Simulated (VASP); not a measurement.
# NaH (Pm-3m) in VASP: relaxation of cell and atoms with LDA

Aim: the relaxation of cell and atoms of NaH with LDA.

All numbers are computed with VASP 6.6.1; they aren't measurements. Logs are shortened: lines on timing, memory, paths and dates and some standing lists are left out, and cuts for length are marked.

### 1 The cell of the first run

The structure is cubic, space group Pm-3m (No. 221). The conventional cell has a = 2.965 Å, b = 2.965 Å, c = 2.965 Å, α = 90.00°, β = 90.00°, γ = 90.00°. Within 3.4 Å of Na (site symmetry m-3m) lie 8 H at 2.57 Å and 6 Na at 2.96 Å. Within 3.4 Å of H (site symmetry m-3m) lie 8 Na at 2.57 Å and 6 H at 2.96 Å.

### 2 Relaxation of cell and atoms, LDA

INCAR reads:

```
SYSTEM = NaH
PREC = Accurate
ENCUT = 600
EDIFF = 1E-6
ISMEAR = -1
SIGMA = 0.02
LREAL = .FALSE.
LASPH = .TRUE.
NELM = 80
ALGO = Normal
ISIF = 3
LWAVE = .FALSE.
LCHARG = .FALSE.
GGA = CA
IBRION = 2
NSW = 80
EDIFFG = -0.005
```

KPOINTS reads:

```
regular mesh
0
G
  8 8 8
  0 0 0
```

POSCAR reads:

```
NaH
1.0
    2.9649794950      0.0000000000      0.0000000000
    0.0000000000      2.9649794950      0.0000000000
    0.0000000000      0.0000000000      2.9649794950
Na H
1 1
Direct
    0.0000000000      0.0000000000      0.0000000000
    0.5000000000      0.5000000000      0.5000000000
```

Potentials or basis: VASP PAW LDA potentials, release 64 (Na_pv, H).

The run is started by

```sh
> cat potpaw_LDA.64/Na_pv/POTCAR potpaw_LDA.64/H/POTCAR > POTCAR
> mpirun -np 1 vasp_std > vasp.out
```

OUTCAR:

```text
SYSTEM = NaH
   PREC = Accurate
   ENCUT = 600
   EDIFF = 1E-6
   ISMEAR = -1
   LREAL = .FALSE.
   LASPH = .TRUE.
   NELM = 80
   ISIF = 3
   GGA = CA
   IBRION = 2
   NSW = 80
   EDIFFG = -0.005

 ion  position               nearest neighbor table
   1  0.000  0.000  0.000-
   2  0.500  0.500  0.500-

  LATTYP: Found a simple cubic cell.
 ALAT       =     2.9649794950

  Lattice vectors:

 A1 = (   2.9649794950,   0.0000000000,   0.0000000000)
 A2 = (   0.0000000000,   2.9649794950,   0.0000000000)
 A3 = (   0.0000000000,   0.0000000000,   2.9649794950)

Analysis of symmetry for initial positions (statically):
=====================================================================
 Subroutine PRICEL returns:
 Original cell was already a primitive cell.

 Routine SETGRP: Setting up the symmetry group for a
 simple cubic supercell.

 Subroutine GETGRP returns: Found 48 space group operations
 (whereof 48 operations were pure point group operations)
 out of a pool of 48 trial point group operations.

The static configuration has the point symmetry O_h .

Analysis of symmetry for dynamics (positions and initial velocities):
=====================================================================
 Subroutine PRICEL returns:
 Original cell was already a primitive cell.

 Routine SETGRP: Setting up the symmetry group for a
 simple cubic supercell.

 Subroutine GETGRP returns: Found 48 space group operations
 (whereof 48 operations were pure point group operations)
 out of a pool of 48 trial point group operations.

The dynamic configuration has the point symmetry O_h .

 Subroutine INISYM returns: Found 48 space group operations
 (whereof 48 operations are pure point group operations),
 and found     1 'primitive' translations

----------------------------------------------------------------------------------------

                                     Primitive cell

  volume of cell :      26.0654

  direct lattice vectors                    reciprocal lattice vectors
     2.964979495  0.000000000  0.000000000     0.337270461  0.000000000  0.000000000
     0.000000000  2.964979495  0.000000000     0.000000000  0.337270461  0.000000000
     0.000000000  0.000000000  2.964979495     0.000000000  0.000000000  0.337270461

  length of vectors
     2.964979495  2.964979495  2.964979495     0.337270461  0.337270461  0.337270461

  position of ions in fractional coordinates (direct lattice)
     0.000000000  0.000000000  0.000000000
     0.500000000  0.500000000  0.500000000

  ion indices of the primitive-cell ions
   primitive index   ion index
                 1           1
                 2           2

----------------------------------------------------------------------------------------

 KPOINTS: regular mesh

Automatic generation of k-mesh.
 Grid dimensions read from file:
 generate k-points for:    8    8    8

 Generating k-lattice:

  Cartesian coordinates                     Fractional coordinates (reciprocal lattice)
     0.042158808  0.000000000  0.000000000     0.125000000  0.000000000  0.000000000
     0.000000000  0.042158808  0.000000000     0.000000000  0.125000000  0.000000000
     0.000000000  0.000000000  0.042158808     0.000000000  0.000000000  0.125000000

  Length of vectors
     0.042158808  0.042158808  0.042158808

  Shift w.r.t. Gamma in fractional coordinates (k-lattice)
     0.000000000  0.000000000  0.000000000

 Subroutine IBZKPT returns following result:
 ===========================================

 Found     35 irreducible k-points:

 Following reciprocal coordinates:
            Coordinates               Weight
  0.000000  0.000000  0.000000      1.000000
  0.125000  0.000000  0.000000      6.000000
  0.250000  0.000000  0.000000      6.000000
  0.375000  0.000000  0.000000      6.000000
  0.500000  0.000000  0.000000      3.000000
  0.125000  0.125000  0.000000     12.000000
[... 16 lines left out ...]
  0.375000  0.375000  0.125000     24.000000
  0.500000  0.375000  0.125000     24.000000
 [... further k-points ...]
   k-points           NKPTS =     35   k-points in BZ     NKDIM =     35   number of bands    NBANDS=      8
   number of dos      NEDOS =    301   number of ions     NIONS =      2
   total plane-waves  NPLWV =  13824
   dimension x,y,z NGX =    24 NGY =   24 NGZ =   24
   dimension x,y,z NGXF=    48 NGYF=   48 NGZF=   48
   ions per type =               1   1
   NGX,Y,Z   is equivalent  to a cutoff of  13.46, 13.46, 13.46 a.u.
   NGXF,Y,Z  is equivalent  to a cutoff of  26.91, 26.91, 26.91 a.u.
 SYSTEM =  NaH
   PREC   = accura    normal or accurate (medium, high low for compatibility)
   ISTART =      0    job   : 0-new  1-cont  2-samecut
   ICHARG =      2    charge: 1-file 2-atom 10-const
   ISPIN  =      1    spin polarized calculation?
   LNONCOLLINEAR =      F non collinear calculations
   LSORBIT =      F    spin-orbit coupling
   LASPH  =      T    aspherical Exc in radial PAW
   ENCUT  =  600.0 eV  44.10 Ry    6.64 a.u.   5.92  5.92  5.92*2*pi/ulx,y,z
   NELM   =     80;   NELMIN=  2; NELMDL= -5     # of ELM steps
   EDIFF  = 0.1E-05   stopping-criterion for ELM
   LREAL  =      F    real-space projection
   EDIFFG = -.5E-02   stopping-criterion for IOM
   NSW    =     80    number of steps for IOM
   IBRION =      2    ionic relax: 0-MD 1-quasi-New 2-CG
   NFREE  =      1    steps in history (QN), initial steepest desc. (CG)
   ISIF   =      3    stress and relaxation
   ISYM   =      2    0-nonsym 1-usesym 2-fastsym
   POTIM  = 0.5000    time-step for ionic-motion
   TEBEG  =    0.0;   TEEND  =   0.0 temperature during run
   PSTRESS=    0.0 pullay stress
   NELECT =       8.0000    total number of electrons
   NUPDOWN=      -1.0000    fix difference up-down
   EMIN   =  10.00;   EMAX   =-10.00  energy-range for DOS
   EFERMI =   0.00;   METHOD = LEGACY
   ISMEAR =    -1;   SIGMA  =   0.02  broadening in eV -4-tet -1-fermi 0-gaus
   EFERMI_NEDOS =   21; number of points for ismear=-14 and -15
   IALGO  =     38    algorithm
   IMIX   =      4    mixing-type and parameters
     AMIX     =   0.40;   BMIX     =  1.00
     AMIX_MAG =   1.60;   BMIX_MAG =  1.00
  volume/ion in A,a.u.               =      13.03        87.95
  Fermi-wavevector in a.u.,A,eV,Ry     =   1.104290  2.086805 16.591711  1.219456
  Thomas-Fermi vector in A             =   2.240761
   LORBIT       =      0    0 simple, 1 ext, 2 COOP (PROOUT), +10 PAW based schemes
   GGA     = CA    functional components
   LHFCALC =     F    Hartree Fock is set to
   AEXX    =    0.0000 exact exchange contribution
   IVDW    =     0    specifies the selected vdW correction
   LEPSILON=     F    determine dielectric tensor
   LRPA    =     F    only Hartree local field effects (RPA)
 conjugate gradient relaxation of ions
 non-spin polarized calculation
  energy-cutoff  :      600.00
  volume of cell :       26.07
 maximum number of plane-waves:       912
 NGX is ok and might be reduce to    24
   NGX = 11   NGY = 11   NGZ = 11

--------------------------------------- Ionic step        1  -------------------------------------------

 number of electron       7.9999995 magnetization

 Free energy of the ion-electron system (eV)
  ---------------------------------------------------
  ext. energy  EPLUGINS =         0.00000000
  ---------------------------------------------------
  free energy    TOTEN  =        -5.09051101 eV

  energy without entropy =       -5.09051101  energy(sigma->0) =       -5.09051101

------------------------ aborting loop because EDIFF is reached ----------------------------------------

  FORCE on cell =-STRESS in cart. coord.  units (eV):
  Direction    XX          YY          ZZ          XY          YZ          ZX
  --------------------------------------------------------------------------------------
  -------------------------------------------------------------------------------------
  Total       -0.3650317     -0.3650317     -0.3650317      0.0000000      0.0000000     -0.0000000
  in kB      -22.4375820    -22.4375820    -22.4375820      0.0000000      0.0000000     -0.0000000
  external PRESSURE =     -22.4375820 kB  Pullay stress =       0.0000000 kB
[... 93 lines left out ...]
  energy  without entropy=       -5.1079513213  energy(sigma->0) =       -5.10795132

--------------------------------------- Ionic step        4  -------------------------------------------

 number of electron       8.0000003 magnetization

 Free energy of the ion-electron system (eV)
  ---------------------------------------------------
  ext. energy  EPLUGINS =         0.00000000
  ---------------------------------------------------
  free energy    TOTEN  =        -5.10828896 eV

  energy without entropy =       -5.10828896  energy(sigma->0) =       -5.10828896

 E-fermi :   2.0259     XC(G=0):  -8.9346

 val. band max:        1.7571649091   @ k =   0.5000   0.5000   0.5000
 cond. band min:       2.3164706212   @ k =   0.5000   0.0000   0.0000
 fundamental gap:      0.5593057120
 Fermi energy:         2.0259357769

 k-point     1 :       0.0000    0.0000    0.0000
  band No.  band energies     occupation
      1     -22.9819      2.00000
      2     -22.9819      2.00000
      3     -22.9819      2.00000
      4      -4.8446      2.00000
      5      10.9504      0.00000
      6      12.5211      0.00000
      7      12.5211      0.00000
      8      14.4121      0.00000
[... 243 lines left out ...]
 k-point    24 :       0.5000    0.3750    0.1250
  band No.  band energies     occupation
      1     -23.1780      2.00000
      2     -23.1411      2.00000
      3     -22.9746      2.00000
      4      -0.4251      2.00000
      5       4.9899      0.00000
      6       6.8254      0.00000
      7      10.0503      0.00000
      8      14.0048      0.00000

 [... further k-points ...]

------------------------ aborting loop because EDIFF is reached ----------------------------------------

  FORCE on cell =-STRESS in cart. coord.  units (eV):
  Direction    XX          YY          ZZ          XY          YZ          ZX
  --------------------------------------------------------------------------------------
  -------------------------------------------------------------------------------------
  Total       -0.0004878     -0.0004878     -0.0004878     -0.0000000     -0.0000000      0.0000000
  in kB       -0.0329386     -0.0329386     -0.0329386     -0.0000000     -0.0000000      0.0000000
  external PRESSURE =      -0.0329386 kB  Pullay stress =       0.0000000 kB
[... 17 lines left out ...]
  FREE ENERGIE OF THE ION-ELECTRON SYSTEM (eV)
  ---------------------------------------------------
  free  energy   TOTEN  =        -5.1082889592 eV

  energy  without entropy=       -5.1082889558  energy(sigma->0) =       -5.10828896

 reached required accuracy - stopping structural energy minimisation
```

It took 9.1 s on 1 thread of Intel Xeon Platinum 8259CL at 2.50GHz (Skylake/Cascade Lake), shared host; peak memory 0.12 GiB.

What came out:

```yaml
Free_energy: -5.1083 eV
Relaxed_volume: 11.86 Å³/atom
Relaxed_cell: a = 2.874 Å, b = 2.874 Å, c = 2.874 Å, α = 90.00°, β = 90.00°, γ = 90.00°
Space_group_after_relaxing_to_0.05_Å: Pm-3m (No. 221)
Energy_gained_by_relaxing: 8.9 meV/atom
Ionic_steps: 4
Pressure_after_relaxing: 0.0 GPa
Band_gap_on_the_k_mesh: 0.56 eV, indirect (least direct gap 4.38 eV)
```

Step by step:
| step | energy change (eV) | largest force (eV/Å) | pressure (GPa) | volume (Å³) |
| --- | --- | --- | --- | --- |
| 1 | 0.0000 | 0.0000 | -2.24 | 26.07 |
| 2 | -0.0084 | 0.0000 | -1.70 | 25.38 |
| 3 | -0.0174 | 0.0000 | -0.32 | 24.01 |
| 4 | -0.0178 | 0.0000 | 0.00 | 23.73 |

Final structure:
```
CELL_PARAMETERS angstrom
2.87351 0.00000 0.00000
0.00000 2.87351 0.00000
0.00000 0.00000 2.87351
ATOMIC_POSITIONS crystal
Na 0.00000 0.00000 0.00000
H 0.50000 0.50000 0.50000
```

A k mesh can miss the band edges.
